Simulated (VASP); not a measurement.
# MoS2 (P-3m1) in VASP: notebook, part 2 of 2

VASP 6.6.1. The steps go on from the part before.

### Step 3. Single point, LDA

This run uses another cell than the first one, of 20.31 Å³/atom, 1.029 times its volume.

Contents of INCAR:

```
  ALGO = Normal
  EDIFF = 1E-6
  ENCUT = 520
  ISIF = 2
  ISMEAR = 1
  LASPH = T
  LCHARG = F
  LREAL = F
  LWAVE = F
  NBANDS = 20
  NELM = 100
  PREC = Accurate
  SIGMA = 0.05
```

Contents of KPOINTS:

```
k-points
0
Gamma
  10 10 5
```

Contents of POSCAR:

```
MoS2
1.0
    3.3010806422      0.0000000000      0.0000000000
   -1.6505398097      2.8588190007      0.0000000000
    0.0000000000      0.0000000000      6.4564549653
Mo S
1 2
Direct
    0.0000000000      0.0000000000      0.5000000000
    0.3333333333      0.6666666667      0.2553190000
    0.6666666667      0.3333333333      0.7446810000
```

Potentials or basis: VASP PAW LDA potentials, release 64 (Mo_sv, S).

Run with:

```console
cat potpaw_LDA.64/Mo_sv/POTCAR potpaw_LDA.64/S/POTCAR > POTCAR
mpirun -np 1 vasp_std > vasp.out
```

OUTCAR:

```text
EDIFF = 1E-6
   ENCUT = 520
   ISIF = 2
   ISMEAR = 1
   LASPH = T
   LREAL = F
   NELM = 100
   PREC = Accurate

 ion  position               nearest neighbor table
   1  0.000  0.000  0.500-   2 2.48   3 2.48   3 2.48   2 2.48   3 2.48   2 2.48
   2  0.333  0.667  0.255-   1 2.48   1 2.48   1 2.48
   3  0.667  0.333  0.745-   1 2.48   1 2.48   1 2.48

  LATTYP: Found a hexagonal cell.
 ALAT       =     3.3010806422
 C/A-ratio  =     1.9558610240

  Lattice vectors:

 A1 = (   3.3010806422,   0.0000000000,   0.0000000000)
 A2 = (  -1.6505398097,   2.8588190007,   0.0000000000)
 A3 = (   0.0000000000,   0.0000000000,   6.4564549653)

Analysis of symmetry for initial positions (statically):
=====================================================================
 Subroutine PRICEL returns:
 Original cell was already a primitive cell.

 Routine SETGRP: Setting up the symmetry group for a
 hexagonal supercell.

 Subroutine GETGRP returns: Found 12 space group operations
 (whereof 12 operations were pure point group operations)
 out of a pool of 24 trial point group operations.

The static configuration has the point symmetry D_3d.

Analysis of symmetry for dynamics (positions and initial velocities):
=====================================================================
 Subroutine PRICEL returns:
 Original cell was already a primitive cell.

 Routine SETGRP: Setting up the symmetry group for a
 hexagonal supercell.

 Subroutine GETGRP returns: Found 12 space group operations
 (whereof 12 operations were pure point group operations)
 out of a pool of 24 trial point group operations.

The dynamic configuration has the point symmetry D_3d.

 Subroutine INISYM returns: Found 12 space group operations
 (whereof 12 operations are pure point group operations),
 and found     1 'primitive' translations

----------------------------------------------------------------------------------------

                                     Primitive cell

  volume of cell :      60.9308

  direct lattice vectors                    reciprocal lattice vectors
     3.301080642  0.000000000  0.000000000     0.302931103  0.174897342  0.000000000
    -1.650539810  2.858819001  0.000000000     0.000000000  0.349794793  0.000000000
     0.000000000  0.000000000  6.456454965     0.000000000  0.000000000  0.154883757

  length of vectors
     3.301080642  3.301079784  6.456454965     0.349794702  0.349794793  0.154883757

  position of ions in fractional coordinates (direct lattice)
     0.000000000  0.000000000  0.500000000
     0.333333333  0.666666667  0.255319000
     0.666666667  0.333333333  0.744681000

  ion indices of the primitive-cell ions
   primitive index   ion index
                 1           1
                 2           2
                 3           3

----------------------------------------------------------------------------------------

 KPOINTS: k-points

Automatic generation of k-mesh.
 Grid dimensions read from file:
 generate k-points for:   10   10    5

 Generating k-lattice:

  Cartesian coordinates                     Fractional coordinates (reciprocal lattice)
     0.030293110  0.017489734  0.000000000     0.100000000  0.000000000  0.000000000
     0.000000000  0.034979479  0.000000000     0.000000000  0.100000000  0.000000000
     0.000000000  0.000000000  0.030976751     0.000000000  0.000000000  0.200000000

  Length of vectors
     0.034979470  0.034979479  0.030976751

  Shift w.r.t. Gamma in fractional coordinates (k-lattice)
     0.000000000  0.000000000  0.000000000

 Subroutine IBZKPT returns following result:
 ===========================================

 Found     58 irreducible k-points:

 Following reciprocal coordinates:
            Coordinates               Weight
  0.000000  0.000000  0.000000      1.000000
  0.100000  0.000000  0.000000      6.000000
  0.200000  0.000000  0.000000      6.000000
  0.300000  0.000000  0.000000      6.000000
  0.400000  0.000000  0.000000      6.000000
  0.500000  0.000000  0.000000      3.000000
[... 16 lines left out ...]
  0.000000  0.400000  0.200000      6.000000
  0.500000  0.000000  0.200000      6.000000
 [... further k-points ...]
   k-points           NKPTS =     58   k-points in BZ     NKDIM =     58   number of bands    NBANDS=     20
   number of dos      NEDOS =    301   number of ions     NIONS =      3
   total plane-waves  NPLWV =  37632
   dimension x,y,z NGX =    28 NGY =   28 NGZ =   48
   dimension x,y,z NGXF=    56 NGYF=   56 NGZF=   96
   ions per type =               1   2
   NGX,Y,Z   is equivalent  to a cutoff of  14.10, 14.10, 12.36 a.u.
   NGXF,Y,Z  is equivalent  to a cutoff of  28.20, 28.20, 24.72 a.u.
 SYSTEM =  unknown system
   PREC   = accura    normal or accurate (medium, high low for compatibility)
   ISTART =      0    job   : 0-new  1-cont  2-samecut
   ICHARG =      2    charge: 1-file 2-atom 10-const
   ISPIN  =      1    spin polarized calculation?
   LNONCOLLINEAR =      F non collinear calculations
   LSORBIT =      F    spin-orbit coupling
   LASPH  =      T    aspherical Exc in radial PAW
   ENCUT  =  520.0 eV  38.22 Ry    6.18 a.u.   6.14  6.14 12.00*2*pi/ulx,y,z
   NELM   =    100;   NELMIN=  2; NELMDL= -5     # of ELM steps
   EDIFF  = 0.1E-05   stopping-criterion for ELM
   LREAL  =      F    real-space projection
   EDIFFG = 0.1E-04   stopping-criterion for IOM
   NSW    =      0    number of steps for IOM
   IBRION =     -1    ionic relax: 0-MD 1-quasi-New 2-CG
   NFREE  =      0    steps in history (QN), initial steepest desc. (CG)
   ISIF   =      2    stress and relaxation
   ISYM   =      2    0-nonsym 1-usesym 2-fastsym
   POTIM  = 0.5000    time-step for ionic-motion
   TEBEG  =    0.0;   TEEND  =   0.0 temperature during run
   PSTRESS=    0.0 pullay stress
   NELECT =      26.0000    total number of electrons
   NUPDOWN=      -1.0000    fix difference up-down
   EMIN   =  10.00;   EMAX   =-10.00  energy-range for DOS
   EFERMI =   0.00;   METHOD = LEGACY
   ISMEAR =     1;   SIGMA  =   0.05  broadening in eV -4-tet -1-fermi 0-gaus
   EFERMI_NEDOS =   21; number of points for ismear=-14 and -15
   IALGO  =     38    algorithm
   IMIX   =      4    mixing-type and parameters
     AMIX     =   0.40;   BMIX     =  1.00
     AMIX_MAG =   1.60;   BMIX_MAG =  1.00
  volume/ion in A,a.u.               =      20.31       137.06
  Fermi-wavevector in a.u.,A,eV,Ry     =   1.232500  2.329088 20.668019  1.519057
  Thomas-Fermi vector in A             =   2.367268
   LORBIT       =      0    0 simple, 1 ext, 2 COOP (PROOUT), +10 PAW based schemes
   GGA     = CA    functional components
   LHFCALC =     F    Hartree Fock is set to
   AEXX    =    0.0000 exact exchange contribution
   IVDW    =     0    specifies the selected vdW correction
   LEPSILON=     F    determine dielectric tensor
   LRPA    =     F    only Hartree local field effects (RPA)
 non-spin polarized calculation
 Methfessel and Paxton  Order N= 1 SIGMA  =   0.05
  energy-cutoff  :      520.00
  volume of cell :       60.93
 maximum number of plane-waves:      1658
 NGX is ok and might be reduce to    28
   NGX = 13   NGY = 13   NGZ = 25

 number of electron      26.0000004 magnetization

 Free energy of the ion-electron system (eV)
  ---------------------------------------------------
  ext. energy  EPLUGINS =         0.00000000
  ---------------------------------------------------
  free energy    TOTEN  =       -23.31074393 eV

  energy without entropy =      -23.31111834  energy(sigma->0) =      -23.31086873

 E-fermi :   6.0028     XC(G=0): -10.4554

 val. band max:        5.9367250726   @ k =   0.2000   0.2000   0.4000
 cond. band min:       6.0264703149   @ k =   0.1000   0.0000   0.2000
 fundamental gap:      0.0897452423
 Fermi energy:         6.0028176843

 k-point     1 :       0.0000    0.0000    0.0000
  band No.  band energies     occupation
      1     -55.5327      2.00000
      2     -29.7254      2.00000
      3     -29.7254      2.00000
      4     -29.7050      2.00000
      5      -8.3980      2.00000
      6      -7.1226      2.00000
[... 12 lines left out ...]
     19      11.8852      0.00000
     20      15.4448      0.00000
[... 507 lines left out ...]
 k-point    24 :       0.5000    0.0000    0.2000
  band No.  band energies     occupation
      1     -55.5095      2.00000
      2     -29.9774      2.00000
      3     -29.7847      2.00000
      4     -29.6563      2.00000
      5      -6.9513      2.00000
      6      -6.3834      2.00000
[... 12 lines left out ...]
     19      12.0387      0.00000
     20      13.4495      0.00000

 [... further k-points ...]

------------------------ aborting loop because EDIFF is reached ----------------------------------------

  FORCE on cell =-STRESS in cart. coord.  units (eV):
  Direction    XX          YY          ZZ          XY          YZ          ZX
  --------------------------------------------------------------------------------------
  -------------------------------------------------------------------------------------
  Total       -5.2308298     -5.2308272     -4.2830384     -0.0000009      0.0000000     -0.0000000
  in kB     -137.5448237   -137.5447568   -112.6226216     -0.0000246      0.0000000     -0.0000000
  external PRESSURE =    -129.2374007 kB  Pullay stress =       0.0000000 kB

 VOLUME and BASIS-vectors are now :
 -----------------------------------------------------------------------------
  energy-cutoff  :      520.00
  volume of cell :       60.93
      direct lattice vectors                 reciprocal lattice vectors
     3.301080642  0.000000000  0.000000000     0.302931103  0.174897342  0.000000000
    -1.650539810  2.858819001  0.000000000     0.000000000  0.349794793  0.000000000
     0.000000000  0.000000000  6.456454965     0.000000000  0.000000000  0.154883757

 POSITION                                       TOTAL-FORCE (eV/Angst)
 -----------------------------------------------------------------------------------
      0.00000      0.00000      3.22823         0.000000      0.000000      0.000000
      0.00000      1.90588      1.64846         0.000000      0.000000      1.084399
      1.65054      0.95294      4.80800        -0.000000      0.000000     -1.084399
 -----------------------------------------------------------------------------------
    total drift:                                0.000000      0.000000      0.000000

  FREE ENERGIE OF THE ION-ELECTRON SYSTEM (eV)
  ---------------------------------------------------
  free  energy   TOTEN  =       -23.3107439273 eV

  energy  without entropy=      -23.3111183395  energy(sigma->0) =      -23.31086873
```

OSZICAR:

```text
N       E                     dE             d eps       ncg     rms          rms(c)
DAV:   1     0.195790432105E+03    0.19579E+03   -0.14656E+04  2520   0.121E+03
DAV:   2    -0.165774115765E+02   -0.21237E+03   -0.20752E+03  2740   0.318E+02
DAV:   3    -0.250356539898E+02   -0.84582E+01   -0.83547E+01  2868   0.599E+01
DAV:   4    -0.251529279483E+02   -0.11727E+00   -0.11713E+00  2776   0.736E+00
DAV:   5    -0.251549303322E+02   -0.20024E-02   -0.20022E-02  2908   0.942E-01    0.198E+01
DAV:   6    -0.241150096140E+02    0.10399E+01   -0.19658E+01  2440   0.237E+01    0.898E+00
DAV:   7    -0.234668909684E+02    0.64812E+00   -0.83769E+00  2464   0.154E+01    0.529E+00
DAV:   8    -0.233135666450E+02    0.15332E+00   -0.84251E-01  2588   0.514E+00    0.140E+00
DAV:   9    -0.233125100292E+02    0.10566E-02   -0.25298E-02  2660   0.938E-01    0.490E-01
DAV:  10    -0.233108266967E+02    0.16833E-02   -0.12612E-02  2620   0.689E-01    0.116E-01
DAV:  11    -0.233107600532E+02    0.66644E-04   -0.59023E-04  2608   0.159E-01    0.581E-02
DAV:  12    -0.233107477376E+02    0.12316E-04   -0.41445E-05  2712   0.379E-02    0.285E-02
DAV:  13    -0.233107440316E+02    0.37060E-05   -0.44472E-05  2616   0.387E-02    0.883E-03
DAV:  14    -0.233107439273E+02    0.10429E-06   -0.27734E-06  2072   0.107E-02
   1 F= -.23310744E+02 E0= -.23310869E+02  d E =0.374412E-03
```

Run time: 29 s. Hardware: 1 thread of Intel Xeon 6975P-C (Granite Rapids), shared host; peak memory 0.2 GiB.

Results:

```
Free energy            : -23.3107 eV
Pressure               : -12.9 GPa
Largest force          : 1.084 eV/Å
Band gap on the k mesh : zero (band 13 reaches 6.29 eV, above the bottom of band 14 at 5.54 eV)
```

Forces in eV/Å, atoms in the order of the input:
```
Mo   0.000  0.000  0.000
S    0.000  0.000  1.084
S    0.000  0.000 -1.084
```

Levels at points of the mesh, in eV from the Fermi level:
```tsv
k point	band 11	band 12	band 13	band 14	band 15	band 16
(0.00, 0.00, 0.00)	-1.03	-0.94	-0.94	-0.41	-0.41	2.85
(0.50, 0.00, 0.00)	-3.09	-1.76	-1.68	0.72	1.44	3.24
```

Caveat: forces of over 1 eV/Å act on the atoms, so gaps and moduli don't describe the material at rest.
